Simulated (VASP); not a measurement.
# Mo12S in VASP: single point with PBE

Aim: the single point of Mo12S with PBE.

All numbers are computed with VASP 6.6.1; they aren't measurements. Logs are shortened: lines on timing, memory, paths and dates and some standing lists are left out, and cuts for length are marked.

### 1 The cell of the first run

The cell holds a slab with vacuum, 13 atoms: a = 5.474 Å, b = 5.474 Å, c = 19.808 Å, α = 90.00°, β = 90.00°, γ = 109.47°.

### 2 Single point, PBE

INCAR reads:

```
SYSTEM = Mo12S
  PREC = Accurate
  ENCUT = 520
  EDIFF = 1E-7
  ISMEAR = 0
  SIGMA = 0.1
  LREAL = .False.
  LASPH = .True.
  NELM = 80
  ALGO = Normal
  ISIF = 2
  LWAVE = .False.
  LCHARG = .False.
  LDIPOL = .True.
  IDIPOL = 3
  DIPOL = 0.5 0.5 0.326
  GGA = PE
  NBANDS = 99
```

KPOINTS reads:

```
regular mesh
0
Gamma
  5 5 1
  0 0 0
```

POSCAR reads:

```
Mo12S
1.0
    5.4740909335      0.0000000000      0.0000000000
   -1.8246969778      5.1610224265      0.0000000000
    0.0000000000      0.0000000000     19.8082441086
Mo S
12 1
Direct
    0.2500000000      0.2500000000      0.2019361221
    0.2500000000      0.7500000000      0.2019361221
    0.7500000000      0.2500000000      0.2019361221
    0.7500000000      0.7500000000      0.2019361221
    0.0000000000      0.0000000000      0.3106875862
    0.0000000000      0.5000000000      0.3106875862
    0.5000000000      0.0000000000      0.3106875862
    0.5000000000      0.5000000000      0.3106875862
    0.2500000000      0.2500000000      0.4194336491
    0.2500000000      0.7500000000      0.4194336491
    0.7500000000      0.2500000000      0.4194336491
    0.7500000000      0.7500000000      0.4194336491
    0.4166666667      0.5000000000      0.5101758804
```

Potentials or basis: VASP PAW PBE potentials, release 64 (Mo_sv, S).

Run with:

```console
cat potpaw_PBE.64/Mo_sv/POTCAR potpaw_PBE.64/S/POTCAR > POTCAR
mpirun -np 1 vasp_std > vasp.out
```

OUTCAR:

```text
SYSTEM = Mo12S
   PREC = Accurate
   ENCUT = 520
   EDIFF = 1E-7
   ISMEAR = 0
   LREAL = .False.
   LASPH = .True.
   NELM = 80
   ISIF = 2
   GGA = PE

 ion  position               nearest neighbor table
   1  0.250  0.250  0.202-   5 2.67   8 2.67   2 2.74   2 2.74   3 2.74   3 2.74   7 3.10   6 3.10
                             4 3.16   4 3.16
   2  0.250  0.750  0.202-   6 2.67   7 2.67   1 2.74   1 2.74   4 2.74   4 2.74   5 3.10   8 3.10
                             3 3.16   3 3.16
   3  0.750  0.250  0.202-   6 2.67   7 2.67   4 2.74   4 2.74   1 2.74   1 2.74   5 3.10   8 3.10
                             2 3.16   2 3.16
   4  0.750  0.750  0.202-   5 2.67   8 2.67   3 2.74   3 2.74   2 2.74   2 2.74   7 3.10   6 3.10
                             1 3.16   1 3.16
   5  0.000  0.000  0.311-   9 2.67  12 2.67   1 2.67   4 2.67   6 2.74   6 2.74   7 2.74   7 2.74
                            11 3.10  10 3.10   3 3.10   2 3.10   8 3.16   8 3.16
   6  0.000  0.500  0.311-  10 2.67  11 2.67   2 2.67   3 2.67   5 2.74   5 2.74   8 2.74   8 2.74
                             9 3.10  12 3.10   1 3.10   4 3.10   7 3.16   7 3.16
   7  0.500  0.000  0.311-  10 2.67  11 2.67   2 2.67   3 2.67   8 2.74   8 2.74   5 2.74   5 2.74
                             9 3.10  12 3.10   1 3.10   4 3.10   6 3.16   6 3.16
   8  0.500  0.500  0.311-   9 2.67  12 2.67   1 2.67   4 2.67   7 2.74   7 2.74   6 2.74   6 2.74
                            11 3.10  10 3.10   3 3.10   2 3.10   5 3.16   5 3.16
   9  0.250  0.250  0.419-  13 2.26   8 2.67   5 2.67  10 2.74  10 2.74  11 2.74  11 2.74   6 3.10
                             7 3.10  12 3.16  12 3.16
  10  0.250  0.750  0.419-  13 2.60   7 2.67   6 2.67   9 2.74   9 2.74  12 2.74  12 2.74   8 3.10
                             5 3.10  11 3.16  11 3.16
  11  0.750  0.250  0.419-   6 2.67   7 2.67  12 2.74  12 2.74   9 2.74   9 2.74   5 3.10   8 3.10
                            10 3.16  10 3.16
  12  0.750  0.750  0.419-  13 2.60   8 2.67   5 2.67  11 2.74  11 2.74  10 2.74  10 2.74   6 3.10
                             7 3.10   9 3.16   9 3.16
  13  0.417  0.500  0.510-   9 2.26  12 2.60  10 2.60

  LATTYP: Found a base centered orthorhombic cell.
 ALAT       =     6.3209357480
 B/A-ratio  =     1.4142135624
 C/A-ratio  =     3.1337518523

  Lattice vectors:

 A1 = (   5.4740909335,   0.0000000000,   0.0000000000)
 A2 = (  -1.8246969778,   5.1610224265,   0.0000000000)
 A3 = (   0.0000000000,   0.0000000000,  19.8082441086)

Analysis of symmetry for initial positions (statically):
=====================================================================
 Subroutine PRICEL returns:
 Original cell was already a primitive cell.

 Routine SETGRP: Setting up the symmetry group for a
 base centered orthorhombic supercell.

 Subroutine GETGRP returns: Found  1 space group operations
 (whereof  1 operations were pure point group operations)
 out of a pool of  8 trial point group operations.

The static configuration has the point symmetry C_1 .

Analysis of symmetry for dynamics (positions and initial velocities):
=====================================================================
 Subroutine PRICEL returns:
 Original cell was already a primitive cell.

 Routine SETGRP: Setting up the symmetry group for a
 base centered orthorhombic supercell.

 Subroutine GETGRP returns: Found  1 space group operations
 (whereof  1 operations were pure point group operations)
 out of a pool of  8 trial point group operations.

The dynamic configuration has the point symmetry C_1 .

 Subroutine INISYM returns: Found  1 space group operations
 (whereof  1 operations are pure point group operations),
 and found     1 'primitive' translations

----------------------------------------------------------------------------------------

                                     Primitive cell

  volume of cell :     559.6207

  direct lattice vectors                    reciprocal lattice vectors
     5.474090934  0.000000000  0.000000000     0.182678734  0.064586686  0.000000000
    -1.824696978  5.161022426  0.000000000     0.000000000  0.193760057  0.000000000
     0.000000000  0.000000000 19.808244109     0.000000000  0.000000000  0.050484031

  length of vectors
     5.474090934  5.474090933 19.808244109     0.193760057  0.193760057  0.050484031

  position of ions in fractional coordinates (direct lattice)
     0.250000000  0.250000000  0.201936122
     0.250000000  0.750000000  0.201936122
     0.750000000  0.250000000  0.201936122
     0.750000000  0.750000000  0.201936122
     0.000000000  0.000000000  0.310687586
     0.000000000  0.500000000  0.310687586
     0.500000000  0.000000000  0.310687586
[... 58 lines left out ...]
  0.200000  0.400000  0.000000      2.000000
 -0.400000  0.200000  0.000000      2.000000
  0.200000 -0.400000  0.000000      2.000000
 -0.200000  0.200000  0.000000      2.000000
  0.400000  0.400000  0.000000      2.000000
 -0.400000  0.400000  0.000000      2.000000
   k-points           NKPTS =     13   k-points in BZ     NKDIM =     13   number of bands    NBANDS=     99
   number of dos      NEDOS =    301   number of ions     NIONS =     13
   total plane-waves  NPLWV = 264600
   dimension x,y,z NGX =    42 NGY =   42 NGZ =  150
   dimension x,y,z NGXF=    84 NGYF=   84 NGZF=  300
   ions per type =              12   1
   NGX,Y,Z   is equivalent  to a cutoff of  12.76, 12.76, 12.59 a.u.
   NGXF,Y,Z  is equivalent  to a cutoff of  25.51, 25.51, 25.18 a.u.
 SYSTEM =  Mo12S
   PREC   = accura    normal or accurate (medium, high low for compatibility)
   ISTART =      0    job   : 0-new  1-cont  2-samecut
   ICHARG =      2    charge: 1-file 2-atom 10-const
   ISPIN  =      1    spin polarized calculation?
   LNONCOLLINEAR =      F non collinear calculations
   LSORBIT =      F    spin-orbit coupling
   LASPH  =      T    aspherical Exc in radial PAW
   ENCUT  =  520.0 eV  38.22 Ry    6.18 a.u.  10.18 10.18 36.83*2*pi/ulx,y,z
   NELM   =     80;   NELMIN=  2; NELMDL= -5     # of ELM steps
   EDIFF  = 0.1E-06   stopping-criterion for ELM
   LREAL  =      F    real-space projection
   EDIFFG = 0.1E-05   stopping-criterion for IOM
   NSW    =      0    number of steps for IOM
   IBRION =     -1    ionic relax: 0-MD 1-quasi-New 2-CG
   NFREE  =      0    steps in history (QN), initial steepest desc. (CG)
   ISIF   =      2    stress and relaxation
   ISYM   =      2    0-nonsym 1-usesym 2-fastsym
   POTIM  = 0.5000    time-step for ionic-motion
   TEBEG  =    0.0;   TEEND  =   0.0 temperature during run
   PSTRESS=    0.0 pullay stress
   NELECT =     174.0000    total number of electrons
   NUPDOWN=      -1.0000    fix difference up-down
   EMIN   =  10.00;   EMAX   =-10.00  energy-range for DOS
   EFERMI =   0.00;   METHOD = LEGACY
   ISMEAR =     0;   SIGMA  =   0.10  broadening in eV -4-tet -1-fermi 0-gaus
   EFERMI_NEDOS =   21; number of points for ismear=-14 and -15
   IALGO  =     38    algorithm
   IMIX   =      4    mixing-type and parameters
     AMIX     =   0.40;   BMIX     =  1.00
     AMIX_MAG =   1.60;   BMIX_MAG =  1.00
  volume/ion in A,a.u.               =      43.05       290.50
  Fermi-wavevector in a.u.,A,eV,Ry     =   1.109073  2.095843 16.735740  1.230042
  Thomas-Fermi vector in A             =   2.245608
   LORBIT       =      0    0 simple, 1 ext, 2 COOP (PROOUT), +10 PAW based schemes
   GGA     = PE    functional components
   LHFCALC =     F    Hartree Fock is set to
   AEXX    =    0.0000 exact exchange contribution
   IVDW    =     0    specifies the selected vdW correction
   LEPSILON=     F    determine dielectric tensor
   LRPA    =     F    only Hartree local field effects (RPA)
 non-spin polarized calculation
 Gauss-broadening in eV      SIGMA  =   0.10
  energy-cutoff  :      520.00
  volume of cell :      559.62
 maximum number of plane-waves:     15102
 NGX is ok and might be reduce to    42
   NGX = 21   NGY = 21   NGZ = 73

 dipolmoment           0.000000      0.000000     -0.549399 electrons x Angstroem

 number of electron     173.9999988 magnetization

 dipolmoment           0.000000      0.000000      0.046000 electrons x Angstroem

 Free energy of the ion-electron system (eV)
  ---------------------------------------------------
  ext. energy  EPLUGINS =         0.00000000
  ---------------------------------------------------
  free energy    TOTEN  =      -128.05359498 eV

  energy without entropy =     -127.99267378  energy(sigma->0) =     -128.02313438

 E-fermi :   1.4638     XC(G=0):  -5.7869

 val. band max:        1.4517916341   @ k =  -0.2000   0.2000   0.0000
 cond. band min:       1.4825454170   @ k =   0.0000   0.0000   0.0000
 fundamental gap:      0.0307537830
 Fermi energy:         1.4638245199

 k-point     1 :       0.0000    0.0000    0.0000
  band No.  band energies     occupation
      1     -59.8067      2.00000
      2     -59.6252      2.00000
      3     -59.6100      2.00000
      4     -59.6005      2.00000
      5     -59.5560      2.00000
      6     -59.5494      2.00000
[... 1315 lines left out ...]
     98       2.3284      0.00000
     99       2.3739      0.00000

------------------------ aborting loop because EDIFF is reached ----------------------------------------

 vacuum level on the upper side and lower side of the slab       (xc-potential included)         0.134        -0.153

  FORCE on cell =-STRESS in cart. coord.  units (eV):
  Direction    XX          YY          ZZ          XY          YZ          ZX
  --------------------------------------------------------------------------------------
  -------------------------------------------------------------------------------------
  Total       -9.1840148     -7.4796597      2.1301085      0.9255000      1.9067017      1.6647293
  in kB      -26.2935621    -21.4140439      6.0984374      2.6496791      5.4588303      4.7660707
  external PRESSURE =     -13.8697229 kB  Pullay stress =       0.0000000 kB

 VOLUME and BASIS-vectors are now :
 -----------------------------------------------------------------------------
  energy-cutoff  :      520.00
  volume of cell :      559.62
      direct lattice vectors                 reciprocal lattice vectors
     5.474090934  0.000000000  0.000000000     0.182678734  0.064586686  0.000000000
    -1.824696978  5.161022426  0.000000000     0.000000000  0.193760057  0.000000000
     0.000000000  0.000000000 19.808244109     0.000000000  0.000000000  0.050484031

 POSITION                                       TOTAL-FORCE (eV/Angst)
 -----------------------------------------------------------------------------------
      0.91235      1.29026      4.00000        -0.130598     -0.164005      0.170274
      0.00000      3.87077      4.00000        -0.025665      0.035805     -0.165455
      3.64939      1.29026      4.00000         0.011074     -0.002956     -0.180734
      2.73705      3.87077      4.00000         0.103865      0.272342      0.274683
      0.00000      0.00000      6.15418        -0.101519     -0.182859     -1.091790
     -0.91235      2.58051      6.15418         0.017935     -0.039893      0.138517
      2.73705      0.00000      6.15418        -0.024874     -0.009260      0.123659
      1.82470      2.58051      6.15418        -0.007504      0.040245     -0.390919
      0.91235      1.29026      8.30824        -0.590319     -1.249607     -0.387402
      0.00000      3.87077      8.30824        -0.336195      0.123723      0.657340
      3.64939      1.29026      8.30824         0.140704     -0.169318      0.241853
      2.73705      3.87077      8.30824         0.254988      0.176582      0.604693
      1.36852      2.58051     10.10569         0.688106      1.169201      0.005280
 -----------------------------------------------------------------------------------
    total drift:                               -0.000010     -0.000008      0.000837

  FREE ENERGIE OF THE ION-ELECTRON SYSTEM (eV)
  ---------------------------------------------------
  free  energy   TOTEN  =      -128.0535949809 eV

  energy  without entropy=     -127.9926737786  energy(sigma->0) =     -128.02313438

 vacuum level on the upper side and lower side of the slab         6.399         6.064
```

Wall time 33 min (1 thread of Intel Xeon Platinum 8488C (Sapphire Rapids), shared host); peak memory 0.84 GiB.

Results:

| Quantity | Value |
| --- | --- |
| Free energy | -128.0536 eV |
| Largest force | 1.435 eV/Å |
| Band gap on the k mesh | zero (bands 87 and 88 overlap by 1.47 eV) |

Forces in eV/Å, atoms in the order of the input:
```
Mo  -0.131 -0.164  0.170
Mo  -0.026  0.036 -0.165
Mo   0.011 -0.003 -0.181
Mo   0.104  0.272  0.275
Mo  -0.102 -0.183 -1.092
Mo   0.018 -0.040  0.139
Mo  -0.025 -0.009  0.124
Mo  -0.008  0.040 -0.391
Mo  -0.590 -1.250 -0.387
Mo  -0.336  0.124  0.657
Mo   0.141 -0.169  0.242
Mo   0.255  0.177  0.605
S    0.688  1.169  0.005
```

The gap in the log of VASP goes by the Fermi energy; the results here count the filled bands.